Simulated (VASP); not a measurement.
BN: single point with r2SCAN+D3(BJ)

BN:

```
B N
1.0
     2.57170    0.00000    0.00000
    -1.28585    2.22716    0.00000
     0.00000    0.00000    4.25258
B N
2 2
Direct
  0.66667 0.33333 0.00010
  0.33333 0.66667 0.50010
  0.66667 0.33333 0.37490
  0.33333 0.66667 0.87490
```

This cell differs from its parent crystal: volume scaled by 1.040.

```
Program                : VASP 6.6.1
Task                   : single point
Functional             : r2SCAN
Dispersion             : D3(BJ)
Potentials or basis    : VASP PAW PBE potentials, release 64 (B, N)
Cutoff                 : 520 eV
k mesh                 : 10 × 10 × 6
Occupations            : gaussian, width 0.05 eV
Spin                   : no spin polarisation
Dipole correction      : no
Further INCAR settings : ALGO = Normal; EDIFF = 1e-06; NBANDS = 16
```

```yaml
Pressure: -13.5 GPa
Band_gap_on_the_k_mesh: 5.97 eV, indirect (least direct gap 8.81 eV)
Dispersion_energy_per_atom: -0.095 eV
```

Stress tensor (GPa, compression positive):
```
-13.50   0.00   0.00
  0.00 -13.50   0.00
  0.00   0.00 -13.39
```

Levels at points of the mesh, in eV from the valence-band top:
| k point | band 5 | band 6 | band 7 | band 8 | band 9 | band 10 | band 11 | band 12 |
| --- | --- | --- | --- | --- | --- | --- | --- | --- |
| (0.00, 0.00, 0.00) | -2.14 | -0.24 | 0.00 | 0.00 | 8.94 | 8.94 | 9.11 | 9.81 |
| (0.50, 0.00, 0.00) | -7.01 | -5.03 | -4.36 | -2.13 | 7.17 | 8.50 | 11.22 | 11.88 |
| (0.00, 0.00, 0.50) | -1.18 | -1.18 | -1.18 | -1.18 | 9.93 | 9.93 | 10.51 | 10.51 |
| (0.50, 0.00, 0.50) | -3.80 | -3.80 | -3.61 | -3.61 | 7.07 | 7.07 | 10.49 | 10.49 |

Run time: 48 s on 1 thread of Intel(R) Xeon(R) Platinum 8375C CPU @ 2.90GHz (Ice Lake), on a shared host, peak memory 0.16 GiB.

Caveat: the PAW data sets were made with another functional, which shifts forces and pressure a little. A k mesh can miss the band edges.
